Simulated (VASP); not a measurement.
# MgH2 (I4_1/amd) in VASP: further runs

The runs below take MgH2 through single point, with PBE.

All numbers are computed with VASP 6.6.1; they aren't measurements. Logs are shortened: lines on timing, memory, paths and dates and some standing lists are left out, and cuts for length are marked.

## Step 1: The cell of the first run

The structure is tetragonal, space group I4_1/amd (No. 141). Conventional cell: a = 3.730 Å, b = 3.730 Å, c = 9.269 Å, α = 90.00°, β = 90.00°, γ = 90.00°. Within 2.5 Å of Mg (site symmetry -4m2) lie 6 H at 1.90 to 1.95 Å. H (site symmetry 2mm) has 3 Mg at 1.90 to 1.95 Å and 2 H at 2.44 Å within 2.5 Å.

## Step 2: Single point, PBE (10.75 Å³/atom)

The input, INCAR:

```
SYSTEM = MgH2
PREC = Accurate
ENCUT = 520
EDIFF = 1E-6
ISMEAR = 0
SIGMA = 0.01
LREAL = .FALSE.
LASPH = .TRUE.
NELM = 60
ALGO = Normal
ISIF = 2
LWAVE = .FALSE.
LCHARG = .TRUE.
GGA = PE
LELF = .TRUE.
LVHAR = .TRUE.
NBANDS = 13
```

The input, KPOINTS:

```
Automatic mesh
0
G
  8 8 8
  0 0 0
```

The input, POSCAR:

```
MgH2
1.0
   -1.8652034449      1.8652034449      4.6343265832
    1.8652034449     -1.8652034449      4.6343265832
    1.8652034449      1.8652034449     -4.6343265832
Mg H
2 4
Direct
    0.7500000000      0.2500000000      0.5000000000
    0.0000000000      0.0000000000      0.0000000000
    0.5399464740      0.0399464740      0.5000000000
    0.7899464740      0.7899464740      0.0000000000
    0.2100535260      0.2100535260      0.0000000000
    0.9600535260      0.4600535260      0.5000000000
```

Potentials or basis: VASP PAW PBE potentials, release 64 (Mg, H).

Command:

```console
$ cat potpaw_PBE.64/Mg/POTCAR potpaw_PBE.64/H/POTCAR > POTCAR
$ mpirun -np 1 vasp_std > vasp.out
```

OUTCAR:

```text
SYSTEM = MgH2
   PREC = Accurate
   ENCUT = 520
   EDIFF = 1E-6
   ISMEAR = 0
   LREAL = .FALSE.
   LASPH = .TRUE.
   NELM = 60
   ISIF = 2
   GGA = PE

 ion  position               nearest neighbor table
   1  0.750  0.250  0.500-   4 1.90   5 1.90   4 1.90   5 1.90   3 1.95   6 1.95   2 2.97   2 2.97
                             2 2.97   2 2.97
   2  0.000  0.000  0.000-   3 1.90   6 1.90   3 1.90   6 1.90   5 1.95   4 1.95   1 2.97   1 2.97
                             1 2.97   1 2.97
   3  0.540  0.040  0.500-   2 1.90   2 1.90   1 1.95
   4  0.790  0.790  0.000-   1 1.90   1 1.90   2 1.95
   5  0.210  0.210  0.000-   1 1.90   1 1.90   2 1.95
   6  0.960  0.460  0.500-   2 1.90   2 1.90   1 1.95

  LATTYP: Found a body centered tetragonal cell.
 ALAT       =     3.7304068898
 C/A-ratio  =     2.4846225734

  Lattice vectors:

 A1 = (  -1.8652034449,   1.8652034449,   4.6343265832)
 A2 = (   1.8652034449,  -1.8652034449,   4.6343265832)
 A3 = (   1.8652034449,   1.8652034449,  -4.6343265832)

Analysis of symmetry for initial positions (statically):
=====================================================================
 Subroutine PRICEL returns:
 Original cell was already a primitive cell.

 Routine SETGRP: Setting up the symmetry group for a
 body centered tetragonal supercell.

 Subroutine GETGRP returns: Found 16 space group operations
 (whereof  8 operations were pure point group operations)
 out of a pool of 16 trial point group operations.

The static configuration has the point symmetry D_2d.
 The point group associated with its full space group is D_4h.

Analysis of symmetry for dynamics (positions and initial velocities):
=====================================================================
 Subroutine PRICEL returns:
 Original cell was already a primitive cell.

 Routine SETGRP: Setting up the symmetry group for a
 body centered tetragonal supercell.

 Subroutine GETGRP returns: Found 16 space group operations
 (whereof  8 operations were pure point group operations)
 out of a pool of 16 trial point group operations.

The dynamic configuration has the point symmetry D_2d.
 The point group associated with its full space group is D_4h.

 Subroutine INISYM returns: Found 16 space group operations
 (whereof  8 operations are pure point group operations),
 and found     1 'primitive' translations

----------------------------------------------------------------------------------------

                                     Primitive cell

  volume of cell :      64.4910

  direct lattice vectors                    reciprocal lattice vectors
    -1.865203445  1.865203445  4.634326583     0.000000000  0.268067272  0.107890541
     1.865203445 -1.865203445  4.634326583     0.268067272  0.000000000  0.107890541
     1.865203445  1.865203445 -4.634326583     0.268067272  0.268067272  0.000000000

  length of vectors
     5.332443217  5.332443217  5.332443217     0.288964412  0.288964412  0.379104372

  position of ions in fractional coordinates (direct lattice)
     0.750000000  0.250000000  0.500000000
     0.000000000  0.000000000  0.000000000
     0.539946474  0.039946474  0.500000000
     0.789946474  0.789946474  0.000000000
     0.210053526  0.210053526  0.000000000
     0.960053526  0.460053526  0.500000000

  ion indices of the primitive-cell ions
   primitive index   ion index
                 1           1
                 2           2
                 3           3
                 4           4
                 5           5
                 6           6

----------------------------------------------------------------------------------------

 KPOINTS: Automatic mesh

Automatic generation of k-mesh.
 Grid dimensions read from file:
 generate k-points for:    8    8    8

 Generating k-lattice:

  Cartesian coordinates                     Fractional coordinates (reciprocal lattice)
     0.000000000  0.033508409  0.013486318     0.125000000  0.000000000  0.000000000
     0.033508409  0.000000000  0.013486318     0.000000000  0.125000000  0.000000000
     0.033508409  0.033508409  0.000000000     0.000000000  0.000000000  0.125000000

  Length of vectors
     0.036120551  0.036120551  0.047388047

  Shift w.r.t. Gamma in fractional coordinates (k-lattice)
     0.000000000  0.000000000  0.000000000

 Subroutine IBZKPT returns following result:
 ===========================================

 Found     59 irreducible k-points:

 Following reciprocal coordinates:
            Coordinates               Weight
  0.000000  0.000000  0.000000      1.000000
  0.125000  0.000000 -0.000000      8.000000
  0.250000  0.000000 -0.000000      8.000000
  0.375000  0.000000 -0.000000      8.000000
  0.500000  0.000000 -0.000000      4.000000
  0.125000  0.125000 -0.000000      8.000000
[... 16 lines left out ...]
  0.250000  0.125000  0.125000     16.000000
  0.375000  0.125000  0.125000      8.000000
 [... further k-points ...]
   k-points           NKPTS =     59   k-points in BZ     NKDIM =     59   number of bands    NBANDS=     13
   number of dos      NEDOS =    301   number of ions     NIONS =      6
   total plane-waves  NPLWV =  64000
   dimension x,y,z NGX =    40 NGY =   40 NGZ =   40
   dimension x,y,z NGXF=    80 NGYF=   80 NGZF=   80
   ions per type =               2   4
   NGX,Y,Z   is equivalent  to a cutoff of  12.47, 12.47, 12.47 a.u.
   NGXF,Y,Z  is equivalent  to a cutoff of  24.94, 24.94, 24.94 a.u.
 SYSTEM =  MgH2
   PREC   = accura    normal or accurate (medium, high low for compatibility)
   ISTART =      0    job   : 0-new  1-cont  2-samecut
   ICHARG =      2    charge: 1-file 2-atom 10-const
   ISPIN  =      1    spin polarized calculation?
   LNONCOLLINEAR =      F non collinear calculations
   LSORBIT =      F    spin-orbit coupling
   LASPH  =      T    aspherical Exc in radial PAW
   ENCUT  =  520.0 eV  38.22 Ry    6.18 a.u.   9.91  9.91  9.91*2*pi/ulx,y,z
   NELM   =     60;   NELMIN=  2; NELMDL= -5     # of ELM steps
   EDIFF  = 0.1E-05   stopping-criterion for ELM
   LREAL  =      F    real-space projection
   EDIFFG = 0.1E-04   stopping-criterion for IOM
   NSW    =      0    number of steps for IOM
   IBRION =     -1    ionic relax: 0-MD 1-quasi-New 2-CG
   NFREE  =      0    steps in history (QN), initial steepest desc. (CG)
   ISIF   =      2    stress and relaxation
   ISYM   =      2    0-nonsym 1-usesym 2-fastsym
   POTIM  = 0.5000    time-step for ionic-motion
   TEBEG  =    0.0;   TEEND  =   0.0 temperature during run
   PSTRESS=    0.0 pullay stress
   NELECT =       8.0000    total number of electrons
   NUPDOWN=      -1.0000    fix difference up-down
   EMIN   =  10.00;   EMAX   =-10.00  energy-range for DOS
   EFERMI =   0.00;   METHOD = LEGACY
   ISMEAR =     0;   SIGMA  =   0.01  broadening in eV -4-tet -1-fermi 0-gaus
   EFERMI_NEDOS =   21; number of points for ismear=-14 and -15
   IALGO  =     38    algorithm
   IMIX   =      4    mixing-type and parameters
     AMIX     =   0.40;   BMIX     =  1.00
     AMIX_MAG =   1.60;   BMIX_MAG =  1.00
  volume/ion in A,a.u.               =      10.75        72.53
  Fermi-wavevector in a.u.,A,eV,Ry     =   0.816467  1.542898  9.069887  0.666618
  Thomas-Fermi vector in A             =   1.926740
   LORBIT       =      0    0 simple, 1 ext, 2 COOP (PROOUT), +10 PAW based schemes
   GGA     = PE    functional components
   LHFCALC =     F    Hartree Fock is set to
   AEXX    =    0.0000 exact exchange contribution
   IVDW    =     0    specifies the selected vdW correction
   LEPSILON=     F    determine dielectric tensor
   LRPA    =     F    only Hartree local field effects (RPA)
 non-spin polarized calculation
 Gauss-broadening in eV      SIGMA  =   0.01
  energy-cutoff  :      520.00
  volume of cell :       64.49
 maximum number of plane-waves:      1757
   NGX = 19   NGY = 19   NGZ = 19

 number of electron       8.0000000 magnetization

 Free energy of the ion-electron system (eV)
  ---------------------------------------------------
  ext. energy  EPLUGINS =         0.00000000
  ---------------------------------------------------
  free energy    TOTEN  =       -17.43452066 eV

  energy without entropy =      -17.43452066  energy(sigma->0) =      -17.43452066

 E-fermi :  -0.1446     XC(G=0):  -8.0594

 val. band max:       -0.2299260008   @ k =   0.0000   0.0000   0.0000
 cond. band min:       3.3757399170   @ k =   0.5000   0.5000  -0.0000
 fundamental gap:      3.6056659179
 Fermi energy:        -0.1446451335

 k-point     1 :       0.0000    0.0000    0.0000
  band No.  band energies     occupation
      1      -7.1981      2.00000
      2      -2.3045      2.00000
      3      -2.0833      2.00000
      4      -0.2299      2.00000
      5       4.5900      0.00000
      6       6.5554      0.00000
      7       6.5554      0.00000
      8       7.0591      0.00000
      9       7.0591      0.00000
     10       8.5494      0.00000
     11       9.2723      0.00000
     12      14.7511      0.00000
     13      14.9004      0.00000

 k-point     2 :       0.1250    0.0000   -0.0000
  band No.  band energies     occupation
      1      -7.0299      2.00000
      2      -2.6169      2.00000
      3      -1.7889      2.00000
      4      -0.5170      2.00000
      5       4.3270      0.00000
      6       6.0651      0.00000
      7       6.5018      0.00000
      8       6.8961      0.00000
      9       7.4290      0.00000
     10       9.6509      0.00000
     11      10.3807      0.00000
     12      13.2428      0.00000
     13      13.3923      0.00000
[... 321 lines left out ...]
 k-point    23 :       0.2500    0.1250    0.1250
  band No.  band energies     occupation
      1      -5.2330      2.00000
      2      -3.1104      2.00000
      3      -2.4174      2.00000
      4      -1.6103      2.00000
      5       3.6176      0.00000
      6       4.7688      0.00000
      7       5.0783      0.00000
      8       7.4598      0.00000
      9       7.9597      0.00000
     10       9.7812      0.00000
     11      11.4503      0.00000
     12      12.7476      0.00000
     13      13.2918      0.00000

 k-point    24 :       0.3750    0.1250    0.1250
  band No.  band energies     occupation
      1      -4.6074      2.00000
      2      -3.6171      2.00000
      3      -2.6754      2.00000
      4      -1.5799      2.00000
      5       3.4075      0.00000
      6       5.1538      0.00000
      7       5.5747      0.00000
      8       6.6783      0.00000
      9       8.1250      0.00000
     10       8.7685      0.00000
     11      12.0524      0.00000
     12      12.2630      0.00000
     13      13.1112      0.00000

 [... further k-points ...]
[... 5 lines left out ...]
  --------------------------------------------------------------------------------------
  -------------------------------------------------------------------------------------
  Total        1.1293441      1.1293441      1.2531726      0.0000000      0.0000000      0.0000000
  in kB       28.0567810     28.0567810     31.1331048      0.0000000      0.0000000      0.0000000
  external PRESSURE =      29.0822222 kB  Pullay stress =       0.0000000 kB

 VOLUME and BASIS-vectors are now :
 -----------------------------------------------------------------------------
  energy-cutoff  :      520.00
  volume of cell :       64.49
      direct lattice vectors                 reciprocal lattice vectors
    -1.865203445  1.865203445  4.634326583     0.000000000  0.268067272  0.107890541
     1.865203445 -1.865203445  4.634326583     0.268067272  0.000000000  0.107890541
     1.865203445  1.865203445 -4.634326583     0.268067272  0.268067272  0.000000000

 POSITION                                       TOTAL-FORCE (eV/Angst)
 -----------------------------------------------------------------------------------
     -0.00000      1.86520      2.31716        -0.000000     -0.000000      0.000000
      0.00000      0.00000      0.00000        -0.000000     -0.000000     -0.000000
      0.00000      1.86520      0.37025        -0.000000      0.000000     -0.065870
      0.00000      0.00000      7.32174         0.000000     -0.000000     -0.065870
      0.00000      0.00000      1.94691         0.000000     -0.000000      0.065870
     -0.00000      1.86520      4.26408        -0.000000      0.000000      0.065870
 -----------------------------------------------------------------------------------
    total drift:                               -0.000000      0.000000      0.000000

  FREE ENERGIE OF THE ION-ELECTRON SYSTEM (eV)
  ---------------------------------------------------
  free  energy   TOTEN  =       -17.4345206566 eV

  energy  without entropy=      -17.4345206566  energy(sigma->0) =      -17.43452066
```

Run time: 41 s. Hardware: 1 thread of Intel Xeon 6975P-C (Granite Rapids), shared host; peak memory 0.25 GiB.

What came out:

```yaml
Free_energy: -17.4345 eV
Pressure: 2.9 GPa
Largest_force: 0.066 eV/Å
Band_gap_on_the_k_mesh: 3.61 eV (least direct gap 4.81 eV)
```

Forces in eV/Å, atoms in the order of the input:
```
Mg   0.000  0.000  0.000
Mg   0.000  0.000  0.000
H    0.000  0.000 -0.066
H    0.000  0.000 -0.066
H    0.000  0.000  0.066
H    0.000  0.000  0.066
```

Stress tensor (GPa, compression positive):
```
2.81 0.00 0.00
0.00 2.81 0.00
0.00 0.00 3.11
```

Levels at points of the mesh, in eV from the valence-band top:
```csv
k point,band 1,band 2,band 3,band 4,band 5,band 6,band 7,band 8
"(0.00, 0.00, 0.00)",-6.97,-2.07,-1.85,0.00,4.82,6.79,6.79,7.29
"(0.50, 0.00, 0.00)",-4.93,-3.75,-2.56,-0.94,4.19,6.98,7.44,8.02
"(0.50, 0.50, 0.00)",-2.99,-2.99,-2.53,-2.53,3.61,3.61,6.16,6.16
"(0.50, 0.50, 0.50)",-5.48,-5.48,-0.31,-0.31,5.50,5.50,8.94,8.94
```

## Step 3: Single point, PBE (11.09 Å³/atom)

This run uses another cell than the first one, of 11.09 Å³/atom.

The input, INCAR:

```
SYSTEM = MgH2
ALGO = Normal
EDIFF = 1E-7
ENCUT = 520
GGA = PE
ISIF = 2
ISMEAR = 0
LASPH = .True.
LCHARG = .True.
LELF = .True.
LREAL = .False.
LVHAR = .True.
LWAVE = .False.
NBANDS = 13
NELM = 80
PREC = Accurate
SIGMA = 0.01
```

The input, KPOINTS:

```
k-points
0
Gamma
  8 8 8
  0 0 0
```

POSCAR: that of step 2 with these lines changed.

```diff
@@ -2,5 +2,5 @@
 1.0
-   -1.8652034449      1.8652034449      4.6343265832
-    1.8652034449     -1.8652034449      4.6343265832
-    1.8652034449      1.8652034449     -4.6343265832
+   -1.8848386083      1.8848386083      4.6831125534
+    1.8848386083     -1.8848386083      4.6831125534
+    1.8848386083      1.8848386083     -4.6831125534
 Mg H
```

Potentials or basis: VASP PAW PBE potentials, release 64 (Mg, H).

Command:

```console
$ cat potpaw_PBE.64/Mg/POTCAR potpaw_PBE.64/H/POTCAR > POTCAR
$ mpirun -np 1 vasp_std > vasp.out
```

OUTCAR:

```text
SYSTEM = MgH2
   EDIFF = 1E-7
   ENCUT = 520
   GGA = PE
   ISIF = 2
   ISMEAR = 0
   LASPH = .True.
   LREAL = .False.
   NELM = 80
   PREC = Accurate

 ion  position               nearest neighbor table
   1  0.750  0.250  0.500-   4 1.92   5 1.92   4 1.92   5 1.92   3 1.97   6 1.97   2 3.01   2 3.01
                             2 3.01   2 3.01
   2  0.000  0.000  0.000-   3 1.92   6 1.92   3 1.92   6 1.92   5 1.97   4 1.97   1 3.01   1 3.01
                             1 3.01   1 3.01
   3  0.540  0.040  0.500-   2 1.92   2 1.92   1 1.97
   4  0.790  0.790  0.000-   1 1.92   1 1.92   2 1.97
   5  0.210  0.210  0.000-   1 1.92   1 1.92   2 1.97
   6  0.960  0.460  0.500-   2 1.92   2 1.92   1 1.97

  LATTYP: Found a body centered tetragonal cell.
 ALAT       =     3.7696772166
 C/A-ratio  =     2.4846225734

  Lattice vectors:

 A1 = (  -1.8848386083,   1.8848386083,   4.6831125534)
 A2 = (   1.8848386083,  -1.8848386083,   4.6831125534)
 A3 = (   1.8848386083,   1.8848386083,  -4.6831125534)

Analysis of symmetry for initial positions (statically):
=====================================================================
 Subroutine PRICEL returns:
[... 197 lines left out ...]
      8       6.8183      0.00000
      9       6.8183      0.00000
     10       8.1586      0.00000
     11       9.0299      0.00000
     12      14.4127      0.00000
     13      14.6239      0.00000
[... 354 lines left out ...]
  band No.  band energies     occupation
      1      -4.6604      2.00000
      2      -3.6736      2.00000
      3      -2.7632      2.00000
      4      -1.6847      2.00000
      5       3.2165      0.00000
      6       5.0048      0.00000
      7       5.3634      0.00000
      8       6.3653      0.00000
      9       7.8816      0.00000
     10       8.5113      0.00000
     11      11.6911      0.00000
     12      11.9193      0.00000
     13      12.7009      0.00000

 [... further k-points ...]
[... 5 lines left out ...]
  --------------------------------------------------------------------------------------
  -------------------------------------------------------------------------------------
  Total        0.4986800      0.4986800      0.5465601      0.0000000     -0.0000000      0.0000000
  in kB       12.0057587     12.0057587     13.1584749      0.0000000     -0.0000000      0.0000000
  external PRESSURE =      12.3899974 kB  Pullay stress =       0.0000000 kB

 VOLUME and BASIS-vectors are now :
 -----------------------------------------------------------------------------
  energy-cutoff  :      520.00
  volume of cell :       66.55
      direct lattice vectors                 reciprocal lattice vectors
    -1.884838608  1.884838608  4.683112553     0.000000000  0.265274702  0.106766599
     1.884838608 -1.884838608  4.683112553     0.265274702  0.000000000  0.106766599
     1.884838608  1.884838608 -4.683112553     0.265274702  0.265274702  0.000000000

 POSITION                                       TOTAL-FORCE (eV/Angst)
 -----------------------------------------------------------------------------------
      0.00000      1.88484      2.34156        -0.000000     -0.000000     -0.000000
      0.00000      0.00000      0.00000        -0.000000     -0.000000     -0.000000
      0.00000      1.88484      0.37415         0.000000      0.000000     -0.033203
      0.00000      0.00000      7.39882         0.000000      0.000000     -0.033203
      0.00000      0.00000      1.96741        -0.000000     -0.000000      0.033203
      0.00000      1.88484      4.30896         0.000000      0.000000      0.033203
 -----------------------------------------------------------------------------------
    total drift:                               -0.000000      0.000000      0.000000

  FREE ENERGIE OF THE ION-ELECTRON SYSTEM (eV)
  ---------------------------------------------------
  free  energy   TOTEN  =       -17.4623028803 eV

  energy  without entropy=      -17.4623028803  energy(sigma->0) =      -17.46230288
```

OSZICAR:

```text
N       E                     dE             d eps       ncg     rms          rms(c)
DAV:   1    -0.112963456630E+00   -0.11296E+00   -0.29925E+03  1534   0.463E+02
DAV:   2    -0.179251289007E+02   -0.17812E+02   -0.16972E+02  1908   0.736E+01
DAV:   3    -0.188186511835E+02   -0.89352E+00   -0.89198E+00  1980   0.157E+01
DAV:   4    -0.188228952458E+02   -0.42441E-02   -0.42439E-02  1759   0.119E+00
DAV:   5    -0.188229511658E+02   -0.55920E-04   -0.55920E-04  2017   0.140E-01    0.675E+00
DAV:   6    -0.178008601566E+02    0.10221E+01   -0.61763E-01  1714   0.330E+00    0.348E+00
DAV:   7    -0.174481724224E+02    0.35269E+00   -0.92459E-01  1749   0.433E+00    0.547E-01
DAV:   8    -0.174630817429E+02   -0.14909E-01   -0.34941E-02  1714   0.908E-01    0.187E-01
DAV:   9    -0.174622229838E+02    0.85876E-03   -0.15312E-03  1939   0.179E-01    0.257E-02
DAV:  10    -0.174623181148E+02   -0.95131E-04   -0.28312E-04  1792   0.847E-02    0.273E-02
DAV:  11    -0.174623025331E+02    0.15582E-04   -0.33925E-05  1849   0.222E-02    0.227E-03
DAV:  12    -0.174623028573E+02   -0.32427E-06   -0.13763E-06  1814   0.668E-03    0.492E-04
DAV:  13    -0.174623028803E+02   -0.22963E-07   -0.16283E-08  1222   0.679E-04
   1 F= -.17462303E+02 E0= -.17462303E+02  d E =-.805431E-41
```

Run time: 33 s. Hardware: 1 thread of Intel Xeon 6975P-C (Granite Rapids), shared host; peak memory 0.26 GiB.

Results:

```yaml
Free_energy: -17.4623 eV
Pressure: 1.2 GPa
Largest_force: 0.033 eV/Å
Band_gap_on_the_k_mesh: 3.58 eV (least direct gap 4.78 eV)
```

Forces on the atoms (eV/Å):
```
Mg   0.000  0.000  0.000
Mg   0.000  0.000  0.000
H    0.000  0.000 -0.033
H    0.000  0.000 -0.033
H    0.000  0.000  0.033
H    0.000  0.000  0.033
```

A k mesh can miss the band edges.

(Continued in part 2 of 2.)
